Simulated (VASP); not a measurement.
Crystal: BeTe.

```
Be Te
1.0
     0.00000    2.82862    2.82862
     2.82862    0.00000    2.82862
     2.82862    2.82862    0.00000
Be Te
1 1
Cartesian
  0.0000 0.0000 0.0000
  1.4143 1.4143 1.4143
```

Base run:

```yaml
Program: VASP 6.6.1
Functional: HSE06
Potentials_or_basis: VASP PAW PBE potentials, release 64 (Be, Te)
Cutoff: 520 eV
k_mesh: 6 × 6 × 6
Occupations: gaussian, width 0.01 eV
Spin: no spin polarisation
```

Its results: band gap on the k mesh 2.67 eV (least direct gap 4.48 eV); pressure -0.9 GPa.

**Question.** The run is repeated on the same cell with these changes: functional from HSE06 to PBE0. What comes out?

**Answer.** Band gap on the k mesh 3.34 eV (least direct gap 5.17 eV); pressure -1.0 GPa.

Caveats: the PAW data sets were made with another functional, which shifts forces and pressure a little; spin-orbit coupling is left out, which moves the levels of the heavy elements.

A k mesh can miss the band edges.
